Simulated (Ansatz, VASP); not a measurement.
# Be7S in VASP and in Ansatz

INCAR

```
ALGO = Normal
EDIFF = 1E-6
EDIFFG = -0.01
ENCUT = 600
GGA = PE
IBRION = 2
ISIF = 3
ISMEAR = 0
LASPH = True
LCHARG = False
LREAL = False
LWAVE = False
NELM = 100
NSW = 100
PREC = Accurate
SIGMA = 0.1
```

File KPOINTS:

```
k-points
0
Gamma
  12 12 6
```

POSCAR

```
Be7S
1.0
    3.7425035429      0.0000000000      0.0000000000
   -1.8712517714      3.2411031419      0.0000000000
    0.0000000000      0.0000000000      6.5923845119
Be S
7 1
Direct
    0.0039684112      0.3376005734      0.3565977672
    0.6623994266      0.9960315888      0.6434022328
    0.0039684112      0.6663678378      0.6434022328
    0.6623994266      0.6663678378      0.3565977672
    0.3336321622      0.9960315888      0.3565977672
    0.3336321622      0.3376005734      0.6434022328
    0.3333333333      0.6666666667      0.0000000000
    0.0000000000      0.0000000000      0.0000000000
```

Input for Ansatz:

```yaml
crystal:
  lattice:
    - [3.7425035429, 0.0, 0.0]
    - [-1.8712517714, 3.2411031419, 0.0]
    - [0.0, 0.0, 6.5923845119]
  atoms:
    - { symbol: Be, position: [0.0039684112, 0.3376005734, 0.3565977672] }
    - { symbol: Be, position: [0.6623994266, 0.9960315888, 0.6434022328] }
    - { symbol: Be, position: [0.0039684112, 0.6663678378, 0.6434022328] }
    - { symbol: Be, position: [0.6623994266, 0.6663678378, 0.3565977672] }
    - { symbol: Be, position: [0.3336321622, 0.9960315888, 0.3565977672] }
    - { symbol: Be, position: [0.3336321622, 0.3376005734, 0.6434022328] }
    - { symbol: Be, position: [0.3333333333, 0.6666666667, 0.0] }
    - { symbol: S, position: [0.0, 0.0, 0.0] }
basis:
  ecutwfc: 420
kpoints:
  mp_grid: { grid: [12, 12, 6] }
hamiltonian:
  xc: pbe
scf:
  occupations: { method: gaussian, width: 0.1 }
output:
  forces: true
  stress: true
  eigenvalues: true
  write_density: true
  write_potential: true
  elf: true
  volumetric_format: npy
relax:
  adjacent_minimum: "off"
  f_tol: 0.01
  max_steps: 80
  cell: { stress_tol: 0.05 }
```

Alike in both runs: task relaxation of cell and atoms; functional PBE; k mesh 12 × 12 × 6; occupations gaussian, width 0.1 eV; no spin polarisation.

```csv
,VASP,Ansatz
version,VASP 6.6.1,Ansatz 0.2.0
potentials or method,"VASP PAW PBE potentials, release 64 (Be, S), cutoff 600 eV","scalar-relativistic, plane waves, PAW"
valence electrons in the cell,20,20
```

Ansatz gave:

```
gap on the k mesh at the Fermi level, each at its own relaxed structure (eV) : none
relaxed volume (Å³/atom)                                                     : 10.17
relaxed cell length with the largest relative difference (Å)                 : 6.766
```

What did VASP give for the same quantities?

gap on the k mesh at the Fermi level, each at its own relaxed structure (eV): none; relaxed volume (Å³/atom): 10.17; relaxed cell length with the largest relative difference (Å): 6.759.

A gap of «none» marks a metal or a gap that the smearing closes.
